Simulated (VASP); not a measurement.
# BaF2 (Fm-3m) in VASP: further runs, part 2 of 3

VASP 6.6.1. The steps go on from the part before.

## Step 3: Single point, PBE, non-collinear spin, zero start, spin-orbit coupling

INCAR reads:

```
SYSTEM = BaF2
  PREC = Accurate
  ENCUT = 600
  EDIFF = 1E-6
  ISMEAR = 0
  SIGMA = 0.05
  LREAL = .False.
  LASPH = .True.
  NELM = 200
  ALGO = Normal
  ISIF = 2
  LWAVE = .False.
  LCHARG = .False.
  LNONCOLLINEAR = .True.
  MAGMOM = 0 0 0 0 0 0 0 0 0
  LORBIT = 11
  LSORBIT = .True.
  GGA_COMPAT = .False.
  LORBMOM = .True.
  GGA = PE
  NBANDS = 37
```

KPOINTS reads:

```
Automatic mesh
0
Gamma
  6 6 6
  0 0 0
```

POSCAR reads:

```
BaF2
1.0
    0.0000000000      3.1000485598      3.1000485598
    3.1000485598      0.0000000000      3.1000485598
    3.1000485598      3.1000485598      0.0000000000
Ba F
1 2
Direct
    0.0000000000      0.0000000000      0.0000000000
    0.2500000000      0.2500000000      0.2500000000
    0.7500000000      0.7500000000      0.7500000000
```

Potentials or basis: VASP PAW PBE potentials, release 64 (Ba_sv, F).

The run is started by

```sh
cat potpaw_PBE.64/Ba_sv/POTCAR potpaw_PBE.64/F/POTCAR > POTCAR
mpirun -np 1 vasp_ncl > vasp.out
```

OUTCAR:

```text
SYSTEM = BaF2
   PREC = Accurate
   ENCUT = 600
   EDIFF = 1E-6
   ISMEAR = 0
   LREAL = .False.
   LASPH = .True.
   NELM = 200
   ISIF = 2
   LNONCOLLINEAR = .True.
   LORBIT = 11
   LSORBIT = .True.
   GGA = PE

 ion  position               nearest neighbor table
   1  0.000  0.000  0.000-   3 2.68   2 2.68   3 2.68   2 2.68   3 2.68   3 2.68   2 2.68   2 2.68

   2  0.250  0.250  0.250-   1 2.68   1 2.68   1 2.68   1 2.68
   3  0.750  0.750  0.750-   1 2.68   1 2.68   1 2.68   1 2.68

  LATTYP: Found a face centered cubic cell.
 ALAT       =     6.2000971196

  Lattice vectors:

 A1 = (   0.0000000000,   3.1000485598,   3.1000485598)
 A2 = (   3.1000485598,   0.0000000000,   3.1000485598)
 A3 = (   3.1000485598,   3.1000485598,   0.0000000000)

Analysis of symmetry for initial positions (statically):
=====================================================================
 Subroutine PRICEL returns:
 Original cell was already a primitive cell.

 Routine SETGRP: Setting up the symmetry group for a
 face centered cubic supercell.

 Subroutine GETGRP returns: Found 48 space group operations
 (whereof 48 operations were pure point group operations)
 out of a pool of 48 trial point group operations.

The static configuration has the point symmetry O_h .

Analysis of symmetry for dynamics (positions and initial velocities):
=====================================================================
 Subroutine PRICEL returns:
 Original cell was already a primitive cell.

 Routine SETGRP: Setting up the symmetry group for a
 face centered cubic supercell.

 Subroutine GETGRP returns: Found 48 space group operations
 (whereof 48 operations were pure point group operations)
 out of a pool of 48 trial point group operations.

The dynamic configuration has the point symmetry O_h .

Analysis of structural, dynamic, and magnetic symmetry:
=====================================================================
 Subroutine PRICEL returns:
 Original cell was already a primitive cell.

 Routine SETGRP: Setting up the symmetry group for a
 face centered cubic supercell.

 Subroutine GETGRP returns: Found 48 space group operations
 (whereof 48 operations were pure point group operations)
 out of a pool of 48 trial point group operations.

The overall configuration has the point symmetry O_h .

 Subroutine INISYM returns: Found 48 space group operations
 (whereof 48 operations are pure point group operations),
 and found     1 'primitive' translations

----------------------------------------------------------------------------------------

                                     Primitive cell

  volume of cell :      59.5848

  direct lattice vectors                    reciprocal lattice vectors
     0.000000000  3.100048560  3.100048560    -0.161287796  0.161287796  0.161287796
     3.100048560  0.000000000  3.100048560     0.161287796 -0.161287796  0.161287796
     3.100048560  3.100048560  0.000000000     0.161287796  0.161287796 -0.161287796

  length of vectors
     4.384130717  4.384130717  4.384130717     0.279358657  0.279358657  0.279358657

[... 757 lines left out ...]

  FORCE on cell =-STRESS in cart. coord.  units (eV):
  Direction    XX          YY          ZZ          XY          YZ          ZX
  --------------------------------------------------------------------------------------
  -------------------------------------------------------------------------------------
  Total        0.8400508      0.8400508      0.8400508     -0.0000000     -0.0000000      0.0000000
  in kB       22.5881492     22.5881492     22.5881492     -0.0000000     -0.0000000      0.0000000
  external PRESSURE =      22.5881492 kB  Pullay stress =       0.0000000 kB

 VOLUME and BASIS-vectors are now :
 -----------------------------------------------------------------------------
  energy-cutoff  :      600.00
  volume of cell :       59.58
      direct lattice vectors                 reciprocal lattice vectors
     0.000000000  3.100048560  3.100048560    -0.161287796  0.161287796  0.161287796
     3.100048560  0.000000000  3.100048560     0.161287796 -0.161287796  0.161287796
     3.100048560  3.100048560  0.000000000     0.161287796  0.161287796 -0.161287796

 POSITION                                       TOTAL-FORCE (eV/Angst)
 -----------------------------------------------------------------------------------
      0.00000      0.00000      0.00000         0.000000      0.000000     -0.000000
      1.55002      1.55002      1.55002        -0.000000     -0.000000      0.000000
      4.65007      4.65007      4.65007        -0.000000      0.000000     -0.000000
 -----------------------------------------------------------------------------------
    total drift:                                0.000000      0.000000      0.000000

  FREE ENERGIE OF THE ION-ELECTRON SYSTEM (eV)
  ---------------------------------------------------
  free  energy   TOTEN  =       -17.3037971040 eV

  energy  without entropy=      -17.3037971040  energy(sigma->0) =      -17.30379710

 orbital moment (x)

 # of ion     p       d       tot
 ----------------------------------------
  1        -0.000  -0.000  -0.000
  2        -0.000   0.000  -0.000
  3        -0.000   0.000  -0.000
 ----------------------------------------
           -0.000  -0.000  -0.000

 orbital moment (y)

 # of ion     p       d       tot
 ----------------------------------------
  1        -0.000  -0.000  -0.000
  2        -0.000   0.000  -0.000
  3         0.000   0.000   0.000
 ----------------------------------------
           -0.000  -0.000  -0.000

 orbital moment (z)

 # of ion     p       d       tot
 ----------------------------------------
  1         0.000   0.000   0.000
  2         0.000   0.000   0.000
  3         0.000   0.000   0.000
 ----------------------------------------
            0.000   0.000   0.000

 Spin-Orbit-Coupling matrix elements

 Ion:    1  E_soc:     -0.3816552
 l=   1
     0.0000000    -0.0635065    -0.0635065
    -0.0635065     0.0000000    -0.0635065
    -0.0635065    -0.0635065     0.0000000
 l=   2
     0.0000000    -0.0000301     0.0000000    -0.0000301    -0.0000726
    -0.0000301     0.0000000    -0.0000544    -0.0000301    -0.0000181
     0.0000000    -0.0000544     0.0000000    -0.0000544     0.0000000
    -0.0000301    -0.0000301    -0.0000544     0.0000000    -0.0000181
    -0.0000726    -0.0000181     0.0000000    -0.0000181     0.0000000
 l=   3
     0.0000000     0.0000000     0.0000000     0.0000000     0.0000000     0.0000000     0.0000000
     0.0000000     0.0000000     0.0000000     0.0000000     0.0000000     0.0000000     0.0000000
     0.0000000     0.0000000     0.0000000     0.0000000     0.0000000     0.0000000     0.0000000
     0.0000000     0.0000000     0.0000000     0.0000000     0.0000000     0.0000000     0.0000000
[... 29 lines left out ...]
 l=   2
     0.0000000     0.0000000     0.0000000     0.0000000     0.0000000
     0.0000000     0.0000000     0.0000000     0.0000000     0.0000000
     0.0000000     0.0000000     0.0000000     0.0000000     0.0000000
     0.0000000     0.0000000     0.0000000     0.0000000     0.0000000
     0.0000000     0.0000000     0.0000000     0.0000000     0.0000000
 l=   3
     0.0000000     0.0000000     0.0000000     0.0000000     0.0000000     0.0000000     0.0000000
     0.0000000     0.0000000     0.0000000     0.0000000     0.0000000     0.0000000     0.0000000
     0.0000000     0.0000000     0.0000000     0.0000000     0.0000000     0.0000000     0.0000000
     0.0000000     0.0000000     0.0000000     0.0000000     0.0000000     0.0000000     0.0000000
     0.0000000     0.0000000     0.0000000     0.0000000     0.0000000     0.0000000     0.0000000
     0.0000000     0.0000000     0.0000000     0.0000000     0.0000000     0.0000000     0.0000000
     0.0000000     0.0000000     0.0000000     0.0000000     0.0000000     0.0000000     0.0000000

 total charge

# of ion       s       p       d       tot
------------------------------------------
    1        1.999   5.649   0.231   7.880
    2        1.730   4.364   0.000   6.094
    3        1.730   4.364   0.000   6.094
--------------------------------------------------
tot          5.460  14.377   0.231  20.068

 magnetization (x)

# of ion       s       p       d       tot
------------------------------------------
    1        0.000  -0.000  -0.000   0.000
    2        0.000   0.000   0.000   0.000
    3        0.000   0.000   0.000   0.000
--------------------------------------------------
tot          0.000  -0.000  -0.000   0.000

 magnetization (y)

# of ion       s       p       d       tot
------------------------------------------
    1        0.000   0.000  -0.000   0.000
    2        0.000   0.000   0.000   0.000
    3        0.000   0.000   0.000   0.000
--------------------------------------------------
tot          0.000   0.000  -0.000   0.000

 magnetization (z)

# of ion       s       p       d       tot
------------------------------------------
    1        0.000   0.000  -0.000   0.000
    2       -0.000   0.000   0.000  -0.000
    3        0.000   0.000   0.000   0.000
--------------------------------------------------
tot         -0.000   0.000  -0.000  -0.000
```

OSZICAR:

```text
N       E                     dE             d eps       ncg     rms          rms(c)
DAV:   1     0.177211005750E+03    0.17721E+03   -0.13437E+04  1184   0.136E+03
DAV:   2    -0.701596891588E+01   -0.18423E+03   -0.17308E+03  1585   0.298E+02
DAV:   3    -0.186780653361E+02   -0.11662E+02   -0.11567E+02  1456   0.731E+01
DAV:   4    -0.190685054663E+02   -0.39044E+00   -0.39010E+00  1653   0.111E+01
DAV:   5    -0.190706088847E+02   -0.21034E-02   -0.21032E-02  1454   0.937E-01    0.856E+00
DAV:   6    -0.172703862552E+02    0.18002E+01   -0.61411E+00  1316   0.220E+01    0.423E+00
DAV:   7    -0.172768795467E+02   -0.64933E-02   -0.41203E-01  1401   0.438E+00    0.221E+00
DAV:   8    -0.172950705410E+02   -0.18191E-01   -0.73430E-02  1254   0.291E+00    0.397E-01
DAV:   9    -0.173008003502E+02   -0.57298E-02   -0.17759E-02  1288   0.102E+00    0.152E-01
DAV:  10    -0.173032755577E+02   -0.24752E-02   -0.17294E-03  1255   0.328E-01    0.120E-01
DAV:  11    -0.173037740487E+02   -0.49849E-03   -0.39083E-04  1328   0.141E-01    0.284E-02
DAV:  12    -0.173038056932E+02   -0.31645E-04   -0.12894E-04  1424   0.960E-02    0.273E-02
DAV:  13    -0.173037966242E+02    0.90690E-05   -0.60761E-05  1259   0.609E-02    0.186E-03
DAV:  14    -0.173037971040E+02   -0.47977E-06   -0.17173E-06  1358   0.104E-02
   1 F= -.17303797E+02 E0= -.17303797E+02  d E =-.200200E-11  mag=    -0.0000     0.0000    -0.0000
```

stdout:

```text
POSCAR found type information on POSCAR BaF
 POSCAR found :  2 types and       3 ions
 scaLAPACK will be used
 LDA part: xc-table for (Slater+PW92), standard interpolation
 POSCAR, INCAR and KPOINTS ok, starting setup
 FFT: planning ... GRIDC
 FFT: planning ... GRID_SOFT
 FFT: planning ... GRID
 WAVECAR not read
 entering main loop
```

It took 1.9 min on 1 thread of AMD EPYC 7R13, shared host; peak memory 0.37 GiB.

What came out:

| Property | Result |
| --- | --- |
| Free energy | -17.3038 eV |
| Pressure | 2.3 GPa |
| Net moment | 0.00 μB per cell |
| Valence electrons inside the program's atomic spheres | Ba 7.88; F 6.09 |

Moments on the atoms (μB; x, y, z):
```
Ba  0.00 0.00 0.00
F   0.00 0.00 0.00
F   0.00 0.00 0.00
```

## Step 4: Single point, PBE, non-collinear spin, zero start, spin-orbit coupling (20.85 Å³/atom)

This run uses another cell than the first one, of 20.85 Å³/atom.

INCAR reads:

```
SYSTEM = BaF2
PREC = Accurate
ENCUT = 600
EDIFF = 1E-6
ISMEAR = 0
SIGMA = 0.05
LREAL = .FALSE.
LASPH = .TRUE.
NELM = 200
ALGO = Normal
ISIF = 2
LWAVE = .FALSE.
LCHARG = .FALSE.
MAGMOM = 0 0 0 0 0 0 0 0 0
LORBIT = 11
LSORBIT = .TRUE.
GGA_COMPAT = .FALSE.
LORBMOM = .TRUE.
GGA = PE
NBANDS = 37
```

KPOINTS reads:

```
Automatic mesh
0
G
  6 6 6
  0 0 0
```

POSCAR reads:

```
BaF2
1.0
    0.0000000000      3.1508780621      3.1508780621
    3.1508780621      0.0000000000      3.1508780621
    3.1508780621      3.1508780621      0.0000000000
Ba F
1 2
Direct
    0.0000000000      0.0000000000      0.0000000000
    0.2500000000      0.2500000000      0.2500000000
    0.7500000000      0.7500000000      0.7500000000
```

The run is started by

```sh
cat potpaw_PBE.64/Ba_sv/POTCAR potpaw_PBE.64/F/POTCAR > POTCAR
mpirun -np 1 vasp_ncl > vasp.out
```

Run time: 1.8 min. Hardware: 1 thread of AMD EPYC 7R13, shared host; peak memory 0.38 GiB.

It converged, with:

| Property | Result |
| --- | --- |
| Free energy | -17.3239 eV |
| Pressure | -0.6 GPa |
| Net moment | 0.00 μB per cell |
| Valence electrons inside the program's atomic spheres | Ba 7.85; F 6.08 |

Moments on the atoms (μB; x, y, z):
```
Ba  0.00 0.00 0.00
F   0.00 0.00 0.00
F   0.00 0.00 0.00
```

(Part 2 of 3 ends here.)
